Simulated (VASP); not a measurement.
Ti: relaxation of cell and atoms with PBEsol

The system is Ti.

```xyz
1
Lattice="0.0000 1.9037 1.9037 1.9037 0.0000 1.9037 1.9037 1.9037 0.0000" Properties=species:S:1:pos:R:3 pbc="T T T"
Ti    0.0000    0.0000    0.0000
```

```yaml
Program: VASP 6.6.1
Task: relaxation of cell and atoms
Functional: PBEsol
Potentials_or_basis: VASP PAW PBE potentials, release 64 (Ti_sv)
Cutoff: 600 eV
k_mesh: 17 × 17 × 17
Occupations: fermi-dirac, width 0.1 eV
Spin: no spin polarisation
Target_pressure: 30 GPa
Dipole_correction: no
Further_INCAR_settings: ALGO = Normal; EDIFF = 1e-06; IBRION = 2; EDIFFG = -0.005; NSW = 32; ISIF = 3
```

The relaxed volume is 13.75 Å³/atom and the relaxed cell is a = 2.689 Å, b = 2.689 Å, c = 2.689 Å, α = 60.00°, β = 60.00°, γ = 60.00°. The space group after relaxing (to 0.05 Å) is Fm-3m (No. 225) and the energy change on relaxing (the enthalpy is what falls) is +9.5 meV/atom. The ionic steps are 3, the pressure after relaxing is 30.0 GPa and the band gap on the k mesh is zero (band 6 reaches 11.79 eV, above the bottom of band 7 at 10.25 eV).

Step by step:
```tsv
step	energy change (eV)	largest force (eV/Å)	pressure (GPa)	volume (Å³)
1	0.0000	0.0000	29.30	13.80
2	0.0226	0.0000	31.01	13.68
3	0.0095	0.0000	30.01	13.75
```

Final structure:
```cif
data_structure
_symmetry_space_group_name_H-M 'P 1'
_symmetry_Int_Tables_number 1
_cell_length_a 2.6888
_cell_length_b 2.6888
_cell_length_c 2.6888
_cell_angle_alpha 60.000
_cell_angle_beta 60.000
_cell_angle_gamma 60.000
_cell_volume 13.75
loop_
_atom_site_label
_atom_site_type_symbol
_atom_site_fract_x
_atom_site_fract_y
_atom_site_fract_z
_atom_site_occupancy
Ti1 Ti 0.00000 0.00000 0.00000 1
```

Levels at points of the mesh, in eV from the Fermi level:
```
           k point  band 2  band 3  band 4  band 5  band 6  band 7  band 8  band 9  band 10
(0.00, 0.00, 0.00)  -31.72  -31.72  -31.72   -6.55    0.97    0.97    0.97    3.20     3.20
```

It took 2.2 min on 1 thread of AMD EPYC 7R13, with other jobs on the host, peak memory 0.14 GiB.

Caveat: the cell is relaxed towards a set pressure, so the enthalpy falls and the energy may rise; the PAW data sets were made with another functional, which shifts forces and pressure a little.
